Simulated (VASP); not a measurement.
# HfB2 (P2/m) in VASP: notebook

The runs below take HfB2 through single point, with PBE.

All numbers are computed with VASP 6.6.1; they aren't measurements. Logs are shortened: lines on timing, memory, paths and dates and some standing lists are left out, and cuts for length are marked.

### Step 1. The cell of the first run

It takes space group P2/m (No. 10, monoclinic). The conventional cell has a = 3.106 Å, b = 3.480 Å, c = 3.140 Å, α = 90.00°, β = 118.92°, γ = 90.00°. Within 3.3 Å of Hf (site symmetry 2/m) lie 12 B at 2.50 to 2.53 Å and 6 Hf at 3.11 to 3.17 Å. Within 2.4 Å of B (site symmetry m) lie 3 B at 1.79 to 1.83 Å.

### Step 2. Single point, PBE

Contents of INCAR:

```
ALGO = Normal ; EDIFF = 1E-7
ENCUT = 520 ; GGA = PE
ISIF = 2 ; ISMEAR = 1
LASPH = True ; LCHARG = True
LELF = True ; LREAL = False
LVHAR = True ; LWAVE = False
NBANDS = 15 ; NELM = 80
PREC = Accurate ; SIGMA = 0.1
```

Contents of KPOINTS:

```
k-points
0
Gamma
  13 13 10
```

Contents of POSCAR:

```
HfB2
1.0
    3.1400000000      0.0392500000      0.0000000000
   -1.5360085000      2.6996950000      0.0000000000
    0.0000000000      0.0000000000      3.4800000000
Hf B
1 2
Direct
    0.0000000000      0.0000000000      0.0000000000
    0.3333333333      0.6666666667      0.5000000000
    0.6666666667      0.3333333333      0.5000000000
```

Potentials or basis: VASP PAW PBE potentials, release 64 (Hf_pv, B).

Started as:

```bash
$ cat potpaw_PBE.64/Hf_pv/POTCAR potpaw_PBE.64/B/POTCAR > POTCAR
$ mpirun -np 1 vasp_std > vasp.out
```

OUTCAR:

```text
EDIFF = 1E-7
   ENCUT = 520
   GGA = PE
   ISIF = 2
   ISMEAR = 1
   LASPH = True
   LREAL = False
   NELM = 80
   PREC = Accurate

 ion  position               nearest neighbor table
   1  0.000  0.000  0.000-   2 2.50   3 2.50   2 2.50   3 2.50   2 2.51   2 2.51   3 2.51   3 2.51
                             3 2.53   3 2.53   2 2.53   2 2.53
   2  0.333  0.667  0.500-   3 1.79   3 1.81   3 1.83   1 2.50   1 2.50   1 2.51   1 2.51   1 2.53
                             1 2.53
   3  0.667  0.333  0.500-   2 1.79   2 1.81   2 1.83   1 2.50   1 2.50   1 2.51   1 2.51   1 2.53
                             1 2.53

  Warning from LATTYP: Monoclinic adjustment (A1->A3, A2->A1, A3->A2)!
  LATTYP: Found a simple monoclinic cell.
 ALAT       =     3.1060707019
 B/A-ratio  =     1.1203866022
 C/A-ratio  =     1.0110025187
 COS(beta)  =    -0.4836158305

  Lattice vectors:

 A1 = (  -1.5360085000,   2.6996950000,   0.0000000000)
 A2 = (   0.0000000000,   0.0000000000,   3.4800000000)
 A3 = (   3.1400000000,   0.0392500000,   0.0000000000)

Analysis of symmetry for initial positions (statically):
=====================================================================
 Subroutine PRICEL returns:
 Original cell was already a primitive cell.

 Routine SETGRP: Setting up the symmetry group for a
 simple monoclinic supercell.

 Subroutine GETGRP returns: Found  4 space group operations
 (whereof  4 operations were pure point group operations)
 out of a pool of  4 trial point group operations.

The static configuration has the point symmetry C_2h.

Analysis of symmetry for dynamics (positions and initial velocities):
=====================================================================
 Subroutine PRICEL returns:
 Original cell was already a primitive cell.

 Routine SETGRP: Setting up the symmetry group for a
 simple monoclinic supercell.

 Subroutine GETGRP returns: Found  4 space group operations
 (whereof  4 operations were pure point group operations)
 out of a pool of  4 trial point group operations.

The dynamic configuration has the point symmetry C_2h.

 Subroutine INISYM returns: Found  4 space group operations
 (whereof  4 operations are pure point group operations),
 and found     1 'primitive' translations

----------------------------------------------------------------------------------------
[... 98 lines left out ...]
   NSW    =      0    number of steps for IOM
   IBRION =     -1    ionic relax: 0-MD 1-quasi-New 2-CG
   NFREE  =      0    steps in history (QN), initial steepest desc. (CG)
   ISIF   =      2    stress and relaxation
   ISYM   =      2    0-nonsym 1-usesym 2-fastsym
   POTIM  = 0.5000    time-step for ionic-motion
   TEBEG  =    0.0;   TEEND  =   0.0 temperature during run
   PSTRESS=    0.0 pullay stress
   NELECT =      16.0000    total number of electrons
   NUPDOWN=      -1.0000    fix difference up-down
   EMIN   =  10.00;   EMAX   =-10.00  energy-range for DOS
   EFERMI =   0.00;   METHOD = LEGACY
   ISMEAR =     1;   SIGMA  =   0.10  broadening in eV -4-tet -1-fermi 0-gaus
   EFERMI_NEDOS =   21; number of points for ismear=-14 and -15
   IALGO  =     38    algorithm
   IMIX   =      4    mixing-type and parameters
     AMIX     =   0.40;   BMIX     =  1.00
     AMIX_MAG =   1.60;   BMIX_MAG =  1.00
  volume/ion in A,a.u.               =       9.90        66.83
  Fermi-wavevector in a.u.,A,eV,Ry     =   1.331929  2.516981 24.137206  1.774035
  Thomas-Fermi vector in A             =   2.460903
   LORBIT       =      0    0 simple, 1 ext, 2 COOP (PROOUT), +10 PAW based schemes
   GGA     = PE    functional components
   LHFCALC =     F    Hartree Fock is set to
   AEXX    =    0.0000 exact exchange contribution
   IVDW    =     0    specifies the selected vdW correction
   LEPSILON=     F    determine dielectric tensor
   LRPA    =     F    only Hartree local field effects (RPA)
 non-spin polarized calculation
 Methfessel and Paxton  Order N= 1 SIGMA  =   0.10
  energy-cutoff  :      520.00
  volume of cell :       29.71
 maximum number of plane-waves:       816
   NGX = 11   NGY = 11   NGZ = 13

 number of electron      15.9999999 magnetization

 Free energy of the ion-electron system (eV)
  ---------------------------------------------------
  ext. energy  EPLUGINS =         0.00000000
  ---------------------------------------------------
  free energy    TOTEN  =       -26.38522656 eV

  energy without entropy =      -26.38508148  energy(sigma->0) =      -26.38517820

 E-fermi :   7.8215     XC(G=0): -12.5971

 val. band max:        7.8115330260   @ k =  -0.0769   0.1538   0.3000
 cond. band min:       7.8271940020   @ k =  -0.1538   0.0769   0.3000
 fundamental gap:      0.0156609760
 Fermi energy:         7.8215172902

 k-point     1 :       0.0000    0.0000    0.0000
  band No.  band energies     occupation
      1     -22.9641      2.00000
      2     -22.4897      2.00000
      3     -22.4414      2.00000
      4      -6.0825      2.00000
      5       4.6016      2.00000
      6       4.6992      2.00000
      7       4.8910      2.00000
      8       4.9180      2.00000
      9      11.6251      0.00000
     10      11.7508      0.00000
     11      12.2020      0.00000
     12      12.3223      0.00000
     13      12.4579      0.00000
     14      12.6698      0.00000
[... 401 lines left out ...]
      2     -22.8667      2.00000
      3     -22.6442      2.00000
      4      -3.9520      2.00000
      5       1.2268      2.00000
      6       3.0186      2.00000
      7       3.9492      2.00000
      8       6.7423      2.00000
      9       8.5237     -0.00000
     10       9.3106     -0.00000
     11      12.7649      0.00000
     12      13.9048      0.00000
     13      14.7571      0.00000
     14      15.5747      0.00000
     15      17.3228      0.00000

 [... further k-points ...]
[... 5 lines left out ...]
  --------------------------------------------------------------------------------------
  -------------------------------------------------------------------------------------
  Total        0.1845218      0.2073335      0.2431772     -1.2508917      0.0000000      0.0000000
  in kB        9.9507770     11.1809478     13.1139084    -67.4572968      0.0000000      0.0000000
  external PRESSURE =      11.4152111 kB  Pullay stress =       0.0000000 kB

 VOLUME and BASIS-vectors are now :
 -----------------------------------------------------------------------------
  energy-cutoff  :      520.00
  volume of cell :       29.71
      direct lattice vectors                 reciprocal lattice vectors
     3.140000000  0.039250000  0.000000000     0.316222379  0.179916717  0.000000000
    -1.536008500  2.699695000  0.000000000    -0.004597456  0.367796462  0.000000000
     0.000000000  0.000000000  3.480000000     0.000000000  0.000000000  0.287356322

 POSITION                                       TOTAL-FORCE (eV/Angst)
 -----------------------------------------------------------------------------------
      0.00000      0.00000      0.00000        -0.000000      0.000000      0.000000
      0.02266      1.81288      1.74000         0.030140      0.008003      0.000000
      1.58133      0.92606      1.74000        -0.030140     -0.008003      0.000000
 -----------------------------------------------------------------------------------
    total drift:                               -0.000000      0.000000      0.000000

  FREE ENERGIE OF THE ION-ELECTRON SYSTEM (eV)
  ---------------------------------------------------
  free  energy   TOTEN  =       -26.3852265634 eV

  energy  without entropy=      -26.3850814761  energy(sigma->0) =      -26.38517820
```

OSZICAR:

```text
N       E                     dE             d eps       ncg     rms          rms(c)
DAV:   1     0.283863586908E+02    0.28386E+02   -0.80141E+03 15300   0.101E+03
DAV:   2    -0.272498788308E+02   -0.55636E+02   -0.52182E+02 20467   0.220E+02
DAV:   3    -0.287583746286E+02   -0.15085E+01   -0.15025E+01 19955   0.266E+01
DAV:   4    -0.287644368674E+02   -0.60622E-02   -0.60612E-02 18142   0.209E+00
DAV:   5    -0.287644723701E+02   -0.35503E-04   -0.35502E-04 19927   0.142E-01    0.525E+01
DAV:   6    -0.265019758804E+02    0.22625E+01   -0.27588E+00 18751   0.120E+01    0.385E+01
DAV:   7    -0.264540579945E+02    0.47918E-01   -0.98253E-01 19843   0.717E+00    0.117E+01
DAV:   8    -0.263903738206E+02    0.63684E-01   -0.24910E-01 18114   0.378E+00    0.164E+00
DAV:   9    -0.263854523404E+02    0.49215E-02   -0.21400E-02 17960   0.118E+00    0.384E-01
DAV:  10    -0.263852196547E+02    0.23269E-03   -0.90542E-04 19577   0.254E-01    0.273E-01
DAV:  11    -0.263852288060E+02   -0.91513E-05   -0.59642E-05 18744   0.583E-02    0.842E-02
DAV:  12    -0.263852264421E+02    0.23639E-05   -0.31333E-06 19178   0.126E-02    0.137E-02
DAV:  13    -0.263852265527E+02   -0.11055E-06   -0.26508E-07 18264   0.415E-03    0.149E-03
DAV:  14    -0.263852265634E+02   -0.10717E-07   -0.32820E-08  9127   0.155E-03
   1 F= -.26385227E+02 E0= -.26385178E+02  d E =-.145087E-03
```

Run time: 100 s. Hardware: 1 thread of Intel Xeon 6975P-C, shared host; peak memory 0.34 GiB.

Results:

```yaml
Free_energy: -26.3852 eV
Pressure: 1.1 GPa
Largest_force: 0.031 eV/Å
Band_gap_on_the_k_mesh: zero (band 8 reaches 8.40 eV, above the bottom of band 9 at 7.29 eV)
```

Forces in eV/Å, atoms in the order of the input:
```
Hf   0.000  0.000  0.000
B    0.030  0.008  0.000
B   -0.030 -0.008  0.000
```

Stress tensor (GPa, compression positive):
```
 1.00 -6.75  0.00
-6.75  1.12  0.00
 0.00  0.00  1.31
```

Levels at points of the mesh, in eV from the Fermi level:
```tsv
k point	band 4	band 5	band 6	band 7	band 8	band 9	band 10	band 11	band 12	band 13
(0.00, 0.00, 0.00)	-13.90	-3.22	-3.12	-2.93	-2.90	3.80	3.93	4.38	4.50	4.64
(0.00, 0.00, 0.50)	-11.50	-8.52	-1.41	-1.28	0.06	0.26	0.63	1.08	2.08	4.93
```

Caveat: spin-orbit coupling is left out, which moves the levels of the heavy elements.

### Step 3. Single point, PBE

Contents of INCAR:

```
SYSTEM = HfB2
PREC = Accurate
ENCUT = 520
EDIFF = 1E-6
ISMEAR = 1
SIGMA = 0.1
LREAL = .False.
LASPH = .True.
NELM = 80
ALGO = Normal
ISIF = 2
LWAVE = .False.
LCHARG = .False.
GGA = PE
NBANDS = 15
```

Contents of KPOINTS:

```
regular mesh
0
Gamma
  13 13 10
  0 0 0
```

Contents of POSCAR:

```
HfB2
1.0
    3.1400000000      0.0785000000      0.0000000000
   -1.5020170000      2.6800700000      0.0000000000
    0.0000000000      0.0000000000      3.4800000000
Hf B
1 2
Direct
    0.0000000000      0.0000000000      0.0000000000
    0.3333333333      0.6666666667      0.5000000000
    0.6666666667      0.3333333333      0.5000000000
```

Potentials or basis: VASP PAW PBE potentials, release 64 (Hf_pv, B).

Started as:

```bash
$ cat potpaw_PBE.64/Hf_pv/POTCAR potpaw_PBE.64/B/POTCAR > POTCAR
$ mpirun -np 1 vasp_std > vasp.out
```

OUTCAR:

```text
SYSTEM = HfB2
   PREC = Accurate
   ENCUT = 520
   EDIFF = 1E-6
   ISMEAR = 1
   LREAL = .False.
   LASPH = .True.
   NELM = 80
   ISIF = 2
   GGA = PE

 ion  position               nearest neighbor table
   1  0.000  0.000  0.000-   2 2.48   3 2.48   2 2.48   3 2.48   2 2.51   2 2.51   3 2.51   3 2.51
                             3 2.54   3 2.54   2 2.54   2 2.54
   2  0.333  0.667  0.500-   3 1.77   3 1.81   3 1.85   1 2.48   1 2.48   1 2.51   1 2.51   1 2.54
                             1 2.54
   3  0.667  0.333  0.500-   2 1.77   2 1.81   2 1.85   1 2.48   1 2.48   1 2.51   1 2.51   1 2.54
                             1 2.54

  Warning from LATTYP: Monoclinic adjustment (A1->A3, A2->A1, A3->A2)!
  LATTYP: Found a simple monoclinic cell.
 ALAT       =     3.0722679364
 B/A-ratio  =     1.1327137060
 C/A-ratio  =     1.0223656145
 COS(beta)  =    -0.4669407251

  Lattice vectors:

 A1 = (  -1.5020170000,   2.6800700000,   0.0000000000)
 A2 = (   0.0000000000,   0.0000000000,   3.4800000000)
 A3 = (   3.1400000000,   0.0785000000,   0.0000000000)

Analysis of symmetry for initial positions (statically):
=====================================================================
 Subroutine PRICEL returns:
 Original cell was already a primitive cell.

 Routine SETGRP: Setting up the symmetry group for a
[... 183 lines left out ...]
      5       4.4679      2.00000
      6       4.6928      2.00000
      7       4.8922      2.00000
      8       5.0735      2.00000
      9      11.5314      0.00000
     10      11.7987      0.00000
     11      11.9937      0.00000
     12      12.0702      0.00000
     13      12.5829      0.00000
     14      12.6913      0.00000
[... 401 lines left out ...]
      2     -22.8665      2.00000
      3     -22.6222      2.00000
      4      -3.9933      2.00000
      5       1.2077      2.00000
      6       3.0453      2.00000
      7       3.9587      2.00000
      8       6.8071      2.00000
      9       8.4654     -0.00000
     10       9.4247     -0.00000
     11      12.6470      0.00000
     12      14.0262      0.00000
     13      14.9741      0.00000
     14      15.7507      0.00000
     15      17.4743      0.00000

 [... further k-points ...]
[... 5 lines left out ...]
  --------------------------------------------------------------------------------------
  -------------------------------------------------------------------------------------
  Total        0.2976194      0.3338663      0.2737546     -2.5083179      0.0000000      0.0000000
  in kB       16.0573610     18.0129765     14.7697921   -135.3304334      0.0000000      0.0000000
  external PRESSURE =      16.2800432 kB  Pullay stress =       0.0000000 kB

 VOLUME and BASIS-vectors are now :
 -----------------------------------------------------------------------------
  energy-cutoff  :      520.00
  volume of cell :       29.70
      direct lattice vectors                 reciprocal lattice vectors
     3.140000000  0.078500000  0.000000000     0.314070894  0.176017724  0.000000000
    -1.502017000  2.680070000  0.000000000    -0.009199224  0.367968974  0.000000000
     0.000000000  0.000000000  3.480000000     0.000000000  0.000000000  0.287356322

 POSITION                                       TOTAL-FORCE (eV/Angst)
 -----------------------------------------------------------------------------------
      0.00000      0.00000      0.00000        -0.000000      0.000000      0.000000
      0.04532      1.81288      1.74000         0.060807      0.034584      0.000000
      1.59266      0.94569      1.74000        -0.060807     -0.034584      0.000000
 -----------------------------------------------------------------------------------
    total drift:                               -0.000000      0.000000      0.000000

  FREE ENERGIE OF THE ION-ELECTRON SYSTEM (eV)
  ---------------------------------------------------
  free  energy   TOTEN  =       -26.3381322054 eV

  energy  without entropy=      -26.3381732123  energy(sigma->0) =      -26.33814587
```

OSZICAR:

```text
N       E                     dE             d eps       ncg     rms          rms(c)
DAV:   1     0.286642073693E+02    0.28664E+02   -0.80595E+03 15300   0.102E+03
DAV:   2    -0.271869811098E+02   -0.55851E+02   -0.52290E+02 20304   0.219E+02
DAV:   3    -0.287167681348E+02   -0.15298E+01   -0.15236E+01 20109   0.267E+01
DAV:   4    -0.287230000355E+02   -0.62319E-02   -0.62307E-02 17995   0.211E+00
DAV:   5    -0.287230369543E+02   -0.36919E-04   -0.36917E-04 20137   0.143E-01    0.526E+01
DAV:   6    -0.264531188504E+02    0.22699E+01   -0.27832E+00 18814   0.121E+01    0.386E+01
DAV:   7    -0.264052478024E+02    0.47871E-01   -0.96977E-01 19878   0.713E+00    0.117E+01
DAV:   8    -0.263430259370E+02    0.62222E-01   -0.24076E-01 18282   0.372E+00    0.164E+00
DAV:   9    -0.263383417974E+02    0.46841E-02   -0.20455E-02 17897   0.115E+00    0.388E-01
DAV:  10    -0.263381260372E+02    0.21576E-03   -0.85038E-04 19528   0.245E-01    0.271E-01
DAV:  11    -0.263381346670E+02   -0.86299E-05   -0.58709E-05 18926   0.577E-02    0.948E-02
DAV:  12    -0.263381321019E+02    0.25651E-05   -0.33782E-06 18436   0.132E-02    0.130E-02
DAV:  13    -0.263381322054E+02   -0.10350E-06   -0.24125E-07  9113   0.413E-03
   1 F= -.26338132E+02 E0= -.26338146E+02  d E =0.410069E-04
```

Run time: 88 s. Hardware: 1 thread of Intel Xeon 6975P-C, shared host; peak memory 0.34 GiB.

What came out:

```yaml
Free_energy: -26.3381 eV
Pressure: 1.6 GPa
Largest_force: 0.070 eV/Å
Band_gap_on_the_k_mesh: zero (band 8 reaches 8.40 eV, above the bottom of band 9 at 7.23 eV)
```

Forces in eV/Å, atoms in the order of the input:
```
Hf   0.000  0.000  0.000
B    0.061  0.035  0.000
B   -0.061 -0.035  0.000
```

Caveat: spin-orbit coupling is left out, which moves the levels of the heavy elements.
